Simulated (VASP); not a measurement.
A run of VASP 6.6.1 is set up as follows.

File INCAR:

```
  ALGO = Normal
  DIPOL = 0.5 0.5 0.500
  EDIFF = 1E-6
  ENCUT = 520
  GGA = PE
  IDIPOL = 3
  ISIF = 2
  ISMEAR = 0
  IVDW = 12
  LASPH = True
  LCHARG = False
  LDIPOL = True
  LREAL = False
  LWAVE = False
  NBANDS = 11
  NELM = 60
  PREC = Accurate
  SIGMA = 0.02
```

The input KPOINTS:

```
k-points
0
Gamma
  12 12 1
```

File POSCAR:

```
BN
1.0
    2.4800000000      0.0000000000      0.0000000000
   -1.2400000000      2.1477430014      0.0000000000
    0.0000000000      0.0000000000     26.0000000000
B N
1 1
Direct
    0.0000000000      0.0000000000      0.5164807692
    0.6666666667      0.3333333333      0.4835192308
```

Potentials or basis: VASP PAW PBE potentials, release 64 (B, N).

The run is started by

```sh
$ cat potpaw_PBE.64/B/POTCAR potpaw_PBE.64/N/POTCAR > POTCAR
$ mpirun -np 1 vasp_std > vasp.out
```

Task: Estimate the band gap on the k mesh.

Result: Zero (bands 4 and 5 overlap by 0.80 eV).

Task: Predict the largest force.

Result: 8.651 eV/Å.

Task: Estimate the dispersion energy per atom.

Result: -0.077 eV.

Forces in eV/Å, atoms in the order of the input:
```
B    0.000  0.000 -8.651
N    0.000  0.000  8.651
```
